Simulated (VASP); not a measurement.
Write the native input for VASP 6.6.1 that does the following.

```yaml
Task: single point
Functional: RPBE
Potentials_or_basis: VASP PAW PBE potentials, release 64 (Mo_sv, S)
Cutoff: 520 eV
k_mesh: 10 × 10 × 3
Occupations: fermi-dirac, width 0.05 eV
Spin: no spin polarisation
Dipole_correction: no
Further_INCAR_settings: ALGO = Normal; EDIFF = 1e-06; NBANDS = 35
```

The structure of MoS2 lies in POSCAR:

```
MoS2
1.0
    3.2100466567      0.0000000000      0.0000000000
   -1.6050233284      2.7799819520      0.0000000000
    0.0000000000      0.0000000000     16.0808258975
Mo S
2 4
Direct
    0.6666666667      0.3333333333      0.7500000000
    0.3333333333      0.6666666667      0.2500000000
    0.6666666667      0.3333333333      0.3472528897
    0.3333333333      0.6666666667      0.8472528897
    0.6666666667      0.3333333333      0.1527471103
    0.3333333333      0.6666666667      0.6527471103
```

The input as run:

INCAR

```
PREC     = Accurate       # precision mode
ENCUT    = 520            # plane-wave cutoff, eV
EDIFF    = 1E-6           # SCF threshold, eV
ISMEAR   = -1             # smearing method
SIGMA    = 0.05           # smearing width, eV
LREAL    = F              # projectors in reciprocal space
LASPH    = T              # aspherical terms in the spheres
NELM     = 100            # most SCF steps
ALGO     = Normal         # electronic algorithm
ISIF     = 2              # what is computed and relaxed
LWAVE    = F              # write WAVECAR
LCHARG   = T              # write CHGCAR
GGA      = RP             # functional
LELF     = T              # ELF
LVHAR    = T            
NBANDS   = 35             # bands
```

KPOINTS

```
Automatic mesh
0
Gamma
  10 10 3
```

Potentials or basis: VASP PAW PBE potentials, release 64 (Mo_sv, S).

The run is started by

```console
$ cat potpaw_PBE.64/Mo_sv/POTCAR potpaw_PBE.64/S/POTCAR > POTCAR
$ mpirun -np 1 vasp_std > vasp.out
```

It gave:

```
Pressure               : -0.2 GPa
Largest force          : 0.021 eV/Å
Band gap on the k mesh : 1.57 eV (least direct gap 1.85 eV)
```

Caveat: the PAW data sets were made with another functional, which shifts forces and pressure a little; this functional lacks dispersion, which binds layers or chains, so the pressure and a relaxed spacing across them are unreliable.

Wall time 120 s on 1 thread of Intel(R) Xeon(R) Platinum 8488C (Sapphire Rapids), on a shared host, peak memory 0.3 GiB.
